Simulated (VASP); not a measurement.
Input of a VASP 6.6.1 run:

INCAR

```
PREC = Accurate ; ENCUT = 520
EDIFF = 1E-7 ; ISMEAR = 0
SIGMA = 0.1 ; LREAL = Auto
LASPH = True ; NELM = 60
ALGO = Normal ; ISIF = 2
LWAVE = False ; LCHARG = True
GGA = PS ; LELF = True
LVHAR = True ; NBANDS = 46
```

The input KPOINTS:

```
Automatic mesh
0
Gamma
  10 10 2
```

File POSCAR:

```
Al
1.0
    4.0155876257      0.0000000000      0.0000000000
   -2.0077938129      4.4895634504      0.0000000000
    0.0000000000      0.0000000000     18.8437632663
Al
20
Direct
    0.4005446793      0.8010893586      0.0701349400
    0.2001638826      0.4003277653      0.2701670657
    0.6969193873      0.3938387746      0.0401734914
    0.4998361174     -0.0003277653      0.2216174717
    0.8967397585      0.7934795169      0.3173391343
    0.8032602415      0.6065204831      0.1744454031
    0.6041077354      0.2082154707      0.3653806208
    0.0958922646      0.1917845293      0.1264039167
    0.2994553207      0.5989106414      0.4216495974
    0.0030806127      0.0061612254      0.4516110461
    0.9005446793      0.8010893586      0.9216495974
    0.7001638826      0.4003277653      0.7216174717
    0.1969193873      0.3938387746      0.9516110461
   -0.0001638826     -0.0003277653      0.7701670657
    0.3967397585      0.7934795169      0.6744454031
    0.3032602415      0.6065204831      0.8173391343
    0.1041077354      0.2082154707      0.6264039167
    0.5958922646      0.1917845293      0.8653806208
    0.7994553207      0.5989106414      0.5701349400
    0.5030806127      0.0061612254      0.5401734914
```

Potentials or basis: VASP PAW PBE potentials, release 64 (Al).

Run with:

```console
$ cat potpaw_PBE.64/Al/POTCAR > POTCAR
$ mpirun -np 1 vasp_std > vasp.out
```

Question: Estimate the pressure.

Answer: 0.1 GPa.

Question: What does it give for the band gap on the k mesh?

Answer: Zero (bands 30 and 31 overlap by 2.63 eV).

Question: Predict the largest force.

Answer: 0.005 eV/Å.

Forces on the atoms (eV/Å):
```
Al   0.000  0.001 -0.001
Al   0.000  0.000  0.005
Al   0.000  0.002  0.000
Al   0.000  0.000 -0.005
Al   0.000 -0.004  0.001
Al   0.000  0.004 -0.001
Al   0.000  0.000 -0.001
Al   0.000  0.000  0.001
Al   0.000 -0.001  0.001
Al   0.000 -0.002  0.000
Al   0.000  0.001  0.001
Al   0.000  0.000 -0.005
Al   0.000  0.002  0.000
Al   0.000  0.000  0.005
Al   0.000 -0.004 -0.001
Al   0.000  0.004  0.001
Al   0.000  0.000  0.001
Al   0.000  0.000 -0.001
Al   0.000 -0.001 -0.001
Al   0.000 -0.002  0.000
```

Caveat: the PAW data sets were made with another functional, which shifts forces and pressure a little.
